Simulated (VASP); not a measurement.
# AgCl (F-43m) in VASP: further runs, part 2 of 2

VASP 6.6.1. The steps go on from the part before.

**3. Single point, r2SCAN (volume changed by +3%)**

Contents of POSCAR:

```
AgCl
1.0
    0.0000000000      3.0228847101      3.0228847101
    3.0228847101      0.0000000000      3.0228847101
    3.0228847101      3.0228847101      0.0000000000
Ag Cl
1 1
Direct
    0.0000000000      0.0000000000      0.0000000000
    0.2500000000      0.2500000000      0.2500000000
```

Contents of INCAR.step1:

```
SYSTEM = AgCl
PREC = Accurate
ENCUT = 520
ISMEAR = 0
SIGMA = 0.01
LREAL = .False.
LASPH = .True.
NELM = 60
NBANDS = 16
GGA = PE
ALGO = Normal
EDIFF = 1E-4
LWAVE = .True.
LCHARG = .False.
```

Contents of INCAR.step2:

```
SYSTEM = AgCl
PREC = Accurate
ENCUT = 520
EDIFF = 1E-6
ISMEAR = 0
SIGMA = 0.01
LREAL = .False.
LASPH = .True.
NELM = 60
ALGO = Normal
ISIF = 2
LWAVE = .False.
LCHARG = .True.
METAGGA = R2SCAN
LMIXTAU = .True.
LELF = .True.
LVHAR = .True.
NBANDS = 16
ISTART = 1
```

Contents of KPOINTS:

```
Automatic mesh
0
Gamma
  6 6 6
  0 0 0
```

Potentials or basis: VASP PAW PBE potentials, release 64 (Ag, Cl).

Launch:

```
$ cat potpaw_PBE.64/Ag/POTCAR potpaw_PBE.64/Cl/POTCAR > POTCAR
$ cp INCAR.step1 INCAR
$ mpirun -np 1 vasp_std > vasp.out
$ cp INCAR.step2 INCAR
$ mpirun -np 1 vasp_std > vasp.out
```

OUTCAR:

```text
SYSTEM = AgCl
   PREC = Accurate
   ENCUT = 520
   EDIFF = 1E-6
   ISMEAR = 0
   LREAL = .False.
   LASPH = .True.
   NELM = 60
   ISIF = 2
   METAGGA = R2SCAN
   ISTART = 1

 ion  position               nearest neighbor table
   1  0.000  0.000  0.000-   2 2.62   2 2.62   2 2.62   2 2.62
   2  0.250  0.250  0.250-   1 2.62   1 2.62   1 2.62   1 2.62

  LATTYP: Found a face centered cubic cell.
 ALAT       =     6.0457694202

  Lattice vectors:

 A1 = (   0.0000000000,   3.0228847101,   3.0228847101)
 A2 = (   3.0228847101,   0.0000000000,   3.0228847101)
 A3 = (   3.0228847101,   3.0228847101,   0.0000000000)

Analysis of symmetry for initial positions (statically):
=====================================================================
 Subroutine PRICEL returns:
 Original cell was already a primitive cell.

 Routine SETGRP: Setting up the symmetry group for a
 face centered cubic supercell.

 Subroutine GETGRP returns: Found 24 space group operations
 (whereof 24 operations were pure point group operations)
 out of a pool of 48 trial point group operations.

The static configuration has the point symmetry T_d .

Analysis of symmetry for dynamics (positions and initial velocities):
=====================================================================
 Subroutine PRICEL returns:
 Original cell was already a primitive cell.

 Routine SETGRP: Setting up the symmetry group for a
 face centered cubic supercell.

 Subroutine GETGRP returns: Found 24 space group operations
 (whereof 24 operations were pure point group operations)
 out of a pool of 48 trial point group operations.

The dynamic configuration has the point symmetry T_d .

 Subroutine INISYM returns: Found 24 space group operations
 (whereof 24 operations are pure point group operations),
 and found     1 'primitive' translations

----------------------------------------------------------------------------------------

                                     Primitive cell

  volume of cell :      55.2452

  direct lattice vectors                    reciprocal lattice vectors
     0.000000000  3.022884710  3.022884710    -0.165404919  0.165404919  0.165404919
     3.022884710  0.000000000  3.022884710     0.165404919 -0.165404919  0.165404919
     3.022884710  3.022884710  0.000000000     0.165404919  0.165404919 -0.165404919

  length of vectors
     4.275004555  4.275004555  4.275004555     0.286489723  0.286489723  0.286489723

  position of ions in fractional coordinates (direct lattice)
     0.000000000  0.000000000  0.000000000
     0.250000000  0.250000000  0.250000000

  ion indices of the primitive-cell ions
   primitive index   ion index
                 1           1
                 2           2

----------------------------------------------------------------------------------------

 KPOINTS: Automatic mesh

Automatic generation of k-mesh.
 Grid dimensions read from file:
 generate k-points for:    6    6    6

 Generating k-lattice:

  Cartesian coordinates                     Fractional coordinates (reciprocal lattice)
    -0.027567486  0.027567486  0.027567486     0.166666667  0.000000000  0.000000000
     0.027567486 -0.027567486  0.027567486     0.000000000  0.166666667  0.000000000
     0.027567486  0.027567486 -0.027567486     0.000000000  0.000000000  0.166666667

  Length of vectors
     0.047748287  0.047748287  0.047748287

  Shift w.r.t. Gamma in fractional coordinates (k-lattice)
     0.000000000  0.000000000  0.000000000

 Subroutine IBZKPT returns following result:
 ===========================================

 Found     16 irreducible k-points:

 Following reciprocal coordinates:
            Coordinates               Weight
  0.000000  0.000000  0.000000      1.000000
  0.166667  0.000000  0.000000      8.000000
  0.333333  0.000000  0.000000      8.000000
  0.500000  0.000000  0.000000      4.000000
  0.166667  0.166667  0.000000      6.000000
  0.333333  0.166667  0.000000     24.000000
[... 8 lines left out ...]
 -0.333333  0.333333  0.166667     24.000000
 -0.333333  0.500000  0.166667     12.000000
   k-points           NKPTS =     16   k-points in BZ     NKDIM =     16   number of bands    NBANDS=     16
   number of dos      NEDOS =    301   number of ions     NIONS =      2
   total plane-waves  NPLWV =  32768
   dimension x,y,z NGX =    32 NGY =   32 NGZ =   32
   dimension x,y,z NGXF=    64 NGYF=   64 NGZF=   64
   ions per type =               1   1
   NGX,Y,Z   is equivalent  to a cutoff of  12.44, 12.44, 12.44 a.u.
   NGXF,Y,Z  is equivalent  to a cutoff of  24.89, 24.89, 24.89 a.u.
 SYSTEM =  AgCl
   PREC   = accura    normal or accurate (medium, high low for compatibility)
   ISTART =      1    job   : 0-new  1-cont  2-samecut
   ICHARG =      0    charge: 1-file 2-atom 10-const
   ISPIN  =      1    spin polarized calculation?
   LNONCOLLINEAR =      F non collinear calculations
   LSORBIT =      F    spin-orbit coupling
   LASPH  =      T    aspherical Exc in radial PAW
   ENCUT  =  520.0 eV  38.22 Ry    6.18 a.u.   7.95  7.95  7.95*2*pi/ulx,y,z
   NELM   =     60;   NELMIN=  2; NELMDL=  0     # of ELM steps
   EDIFF  = 0.1E-05   stopping-criterion for ELM
   LREAL  =      F    real-space projection
   EDIFFG = 0.1E-04   stopping-criterion for IOM
   NSW    =      0    number of steps for IOM
   IBRION =     -1    ionic relax: 0-MD 1-quasi-New 2-CG
   NFREE  =      0    steps in history (QN), initial steepest desc. (CG)
   ISIF   =      2    stress and relaxation
   ISYM   =      2    0-nonsym 1-usesym 2-fastsym
   POTIM  = 0.5000    time-step for ionic-motion
   TEBEG  =    0.0;   TEEND  =   0.0 temperature during run
   PSTRESS=    0.0 pullay stress
   NELECT =      18.0000    total number of electrons
   NUPDOWN=      -1.0000    fix difference up-down
   EMIN   =  10.00;   EMAX   =-10.00  energy-range for DOS
   EFERMI =   0.00;   METHOD = LEGACY
   ISMEAR =     0;   SIGMA  =   0.01  broadening in eV -4-tet -1-fermi 0-gaus
   EFERMI_NEDOS =   21; number of points for ismear=-14 and -15
   IALGO  =     38    algorithm
   IMIX   =      4    mixing-type and parameters
     AMIX     =   0.40;   BMIX     =  1.00
     AMIX_MAG =   1.60;   BMIX_MAG =  1.00
  volume/ion in A,a.u.               =      27.62       186.41
  Fermi-wavevector in a.u.,A,eV,Ry     =   1.126507  2.128790 17.266053  1.269019
  Thomas-Fermi vector in A             =   2.263190
   LORBIT       =      0    0 simple, 1 ext, 2 COOP (PROOUT), +10 PAW based schemes
   METAGGA = R2SCAN    functional components
   LHFCALC =     F    Hartree Fock is set to
   AEXX    =    0.0000 exact exchange contribution
   IVDW    =     0    specifies the selected vdW correction
   LEPSILON=     F    determine dielectric tensor
   LRPA    =     F    only Hartree local field effects (RPA)
 non-spin polarized calculation
 Gauss-broadening in eV      SIGMA  =   0.01
  energy-cutoff  :      520.00
  volume of cell :       55.25
 maximum number of plane-waves:      1524
   NGX = 15   NGY = 15   NGZ = 15

 number of electron      17.9999993 magnetization

 Free energy of the ion-electron system (eV)
  ---------------------------------------------------
  ext. energy  EPLUGINS =         0.00000000
  ---------------------------------------------------
  free energy    TOTEN  =       -28.53872065 eV

  energy without entropy =      -28.53872065  energy(sigma->0) =      -28.53872065

 E-fermi :   1.2450     XC(G=0):  -8.9556

 val. band max:        1.1707482845   @ k =   0.0000   0.0000   0.0000
 cond. band min:       2.8070122671   @ k =   0.0000   0.0000   0.0000
 fundamental gap:      1.6362639827
 Fermi energy:         1.2450351541

 k-point     1 :       0.0000    0.0000    0.0000
  band No.  band energies     occupation
      1     -14.1895      2.00000
      2      -2.8630      2.00000
      3      -2.8630      2.00000
      4      -2.8630      2.00000
      5      -0.8594      2.00000
      6      -0.8594      2.00000
[... 8 lines left out ...]
     15      14.3423      0.00000
     16      14.3423      0.00000
[... 267 lines left out ...]
 k-point    16 :      -0.3333    0.5000    0.1667
  band No.  band energies     occupation
      1     -13.9741      2.00000
      2      -2.9818      2.00000
      3      -2.5354      2.00000
      4      -2.3510      2.00000
      5      -0.8608      2.00000
      6      -0.6837      2.00000
[... 8 lines left out ...]
     15      15.2529      0.00000
     16      15.3240      0.00000

------------------------ aborting loop because EDIFF is reached ----------------------------------------

  FORCE on cell =-STRESS in cart. coord.  units (eV):
  Direction    XX          YY          ZZ          XY          YZ          ZX
  --------------------------------------------------------------------------------------
  -------------------------------------------------------------------------------------
  Total       -0.3493904     -0.3493904     -0.3493904      0.0000000      0.0000000      0.0000000
  in kB      -10.1327371    -10.1327371    -10.1327371      0.0000000      0.0000000      0.0000000
  external PRESSURE =     -10.1327371 kB  Pullay stress =       0.0000000 kB

 VOLUME and BASIS-vectors are now :
 -----------------------------------------------------------------------------
  energy-cutoff  :      520.00
  volume of cell :       55.25
      direct lattice vectors                 reciprocal lattice vectors
     0.000000000  3.022884710  3.022884710    -0.165404919  0.165404919  0.165404919
     3.022884710  0.000000000  3.022884710     0.165404919 -0.165404919  0.165404919
     3.022884710  3.022884710  0.000000000     0.165404919  0.165404919 -0.165404919

 POSITION                                       TOTAL-FORCE (eV/Angst)
 -----------------------------------------------------------------------------------
      0.00000      0.00000      0.00000         0.000000      0.000000      0.000000
      1.51144      1.51144      1.51144        -0.000000     -0.000000     -0.000000
 -----------------------------------------------------------------------------------
    total drift:                                0.000008      0.000008      0.000008

  FREE ENERGIE OF THE ION-ELECTRON SYSTEM (eV)
  ---------------------------------------------------
  free  energy   TOTEN  =       -28.5387206502 eV

  energy  without entropy=      -28.5387206502  energy(sigma->0) =      -28.53872065
```

Run time: 34 s. Hardware: 1 thread of AMD EPYC 9R45 (Zen 5), shared host; peak memory 0.15 GiB.

Results:

| Property | Result |
| --- | --- |
| Free energy | -28.5387 eV |
| Pressure | -1.0 GPa |
| Band gap on the k mesh | 1.64 eV, direct |

Caveat: the PAW data sets were made with another functional, which shifts forces and pressure a little.

**4. Single point, r2SCAN (volume changed by +6%)**

Contents of POSCAR:

```
AgCl
1.0
    0.0000000000      3.0519526924      3.0519526924
    3.0519526924      0.0000000000      3.0519526924
    3.0519526924      3.0519526924      0.0000000000
Ag Cl
1 1
Direct
    0.0000000000      0.0000000000      0.0000000000
    0.2500000000      0.2500000000      0.2500000000
```

Contents of INCAR.step1:

```
  PREC = Accurate
  ENCUT = 520
  ISMEAR = 0
  SIGMA = 0.01
  LREAL = False
  LASPH = True
  NELM = 80
  NBANDS = 16
  GGA = PE
  ALGO = Normal
  EDIFF = 1E-4
  LWAVE = True
  LCHARG = False
```

Contents of INCAR.step2:

```
  PREC = Accurate
  ENCUT = 520
  EDIFF = 1E-7
  ISMEAR = 0
  SIGMA = 0.01
  LREAL = False
  LASPH = True
  NELM = 80
  ALGO = Normal
  ISIF = 2
  LWAVE = False
  LCHARG = True
  METAGGA = R2SCAN
  LMIXTAU = True
  LELF = True
  LVHAR = True
  NBANDS = 16
  ISTART = 1
```

Contents of KPOINTS:

```
regular mesh
0
Gamma
  6 6 6
```

Potentials or basis: VASP PAW PBE potentials, release 64 (Ag, Cl).

Launch:

```
$ cat potpaw_PBE.64/Ag/POTCAR potpaw_PBE.64/Cl/POTCAR > POTCAR
$ cp INCAR.step1 INCAR
$ mpirun -np 1 vasp_std > vasp.out
$ cp INCAR.step2 INCAR
$ mpirun -np 1 vasp_std > vasp.out
```

OUTCAR:

```text
PREC = Accurate
   ENCUT = 520
   EDIFF = 1E-7
   ISMEAR = 0
   LREAL = False
   LASPH = True
   NELM = 80
   ISIF = 2
   METAGGA = R2SCAN
   ISTART = 1

 ion  position               nearest neighbor table
   1  0.000  0.000  0.000-   2 2.64   2 2.64   2 2.64   2 2.64
   2  0.250  0.250  0.250-   1 2.64   1 2.64   1 2.64   1 2.64

  LATTYP: Found a face centered cubic cell.
 ALAT       =     6.1039053848

  Lattice vectors:

 A1 = (   0.0000000000,   3.0519526924,   3.0519526924)
 A2 = (   3.0519526924,   0.0000000000,   3.0519526924)
 A3 = (   3.0519526924,   3.0519526924,   0.0000000000)

Analysis of symmetry for initial positions (statically):
=====================================================================
 Subroutine PRICEL returns:
 Original cell was already a primitive cell.

 Routine SETGRP: Setting up the symmetry group for a
 face centered cubic supercell.

 Subroutine GETGRP returns: Found 24 space group operations
 (whereof 24 operations were pure point group operations)
 out of a pool of 48 trial point group operations.

The static configuration has the point symmetry T_d .

[... 149 lines left out ...]
  energy without entropy =      -28.52475864  energy(sigma->0) =      -28.52475864

 E-fermi :   0.9483     XC(G=0):  -8.8116

 val. band max:        0.8875787171   @ k =   0.0000   0.0000   0.0000
 cond. band min:       2.5600350376   @ k =   0.0000   0.0000   0.0000
 fundamental gap:      1.6724563205
 Fermi energy:         0.9483076928

 k-point     1 :       0.0000    0.0000    0.0000
  band No.  band energies     occupation
      1     -14.3112      2.00000
      2      -2.9707      2.00000
      3      -2.9707      2.00000
      4      -2.9707      2.00000
      5      -1.0536      2.00000
      6      -1.0536      2.00000
[... 281 lines left out ...]
      3      -2.6536      2.00000
      4      -2.4790      2.00000
      5      -1.0535      2.00000
      6      -0.8842      2.00000
[... 8 lines left out ...]
     15      14.9144      0.00000
     16      14.9889      0.00000

------------------------ aborting loop because EDIFF is reached ----------------------------------------

  FORCE on cell =-STRESS in cart. coord.  units (eV):
  Direction    XX          YY          ZZ          XY          YZ          ZX
  --------------------------------------------------------------------------------------
  -------------------------------------------------------------------------------------
  Total       -0.6540238     -0.6540238     -0.6540238      0.0000000      0.0000000     -0.0000000
  in kB      -18.4306554    -18.4306554    -18.4306554      0.0000000      0.0000000     -0.0000000
  external PRESSURE =     -18.4306554 kB  Pullay stress =       0.0000000 kB

 VOLUME and BASIS-vectors are now :
 -----------------------------------------------------------------------------
  energy-cutoff  :      520.00
  volume of cell :       56.85
      direct lattice vectors                 reciprocal lattice vectors
     0.000000000  3.051952692  3.051952692    -0.163829538  0.163829538  0.163829538
     3.051952692  0.000000000  3.051952692     0.163829538 -0.163829538  0.163829538
     3.051952692  3.051952692  0.000000000     0.163829538  0.163829538 -0.163829538

 POSITION                                       TOTAL-FORCE (eV/Angst)
 -----------------------------------------------------------------------------------
      0.00000      0.00000      0.00000        -0.000000     -0.000000     -0.000000
      1.52598      1.52598      1.52598         0.000000      0.000000      0.000000
 -----------------------------------------------------------------------------------
    total drift:                                0.000007      0.000007      0.000007

  FREE ENERGIE OF THE ION-ELECTRON SYSTEM (eV)
  ---------------------------------------------------
  free  energy   TOTEN  =       -28.5247586429 eV

  energy  without entropy=      -28.5247586429  energy(sigma->0) =      -28.52475864
```

Run time: 40 s. Hardware: 1 thread of AMD EPYC 9R45 (Zen 5), shared host; peak memory 0.16 GiB.

What came out:

| Quantity | Value |
| --- | --- |
| Free energy | -28.5248 eV |
| Pressure | -1.8 GPa |
| Band gap on the k mesh | 1.67 eV, direct |

Levels at points of the mesh, in eV from the valence-band top:
```
           k point  band 5  band 6  band 7  band 8  band 9  band 10  band 11  band 12  band 13  band 14
(0.00, 0.00, 0.00)   -1.94   -1.94    0.00    0.00    0.00     1.67     8.72     8.72     8.72    12.90
(0.50, 0.00, 0.00)   -1.88   -1.88   -1.81   -0.52   -0.52     4.21     6.90     8.97     8.97    12.07
(0.50, 0.50, 0.00)   -1.90   -1.81   -1.55   -1.23   -1.23     5.19     5.83     8.90    11.08    11.08
```

Caveat: the PAW data sets were made with another functional, which shifts forces and pressure a little.

**5. The runs side by side**

| cell | gap on the mesh (eV) | pressure (GPa) |
| --- | --- | --- |
| a = 4.233 Å, angles 60.0°, 2 atoms | 1.60 | 0.0 |
| a = 4.275 Å, angles 60.0°, 2 atoms | 1.64 | -1.0 |
| a = 4.316 Å, angles 60.0°, 2 atoms | 1.67 | -1.8 |

Alike in all rows: task single point; level r2SCAN; potentials or basis VASP PAW PBE potentials, release 64 (Ag, Cl); no spin polarisation; k mesh 6 × 6 × 6; cutoff (eV) 520; smearing gaussian 0.01 eV.

Caveats: the PAW data sets were made with another functional, which shifts forces and pressure a little.

Absolute energies hang on the potentials; compare differences alone.
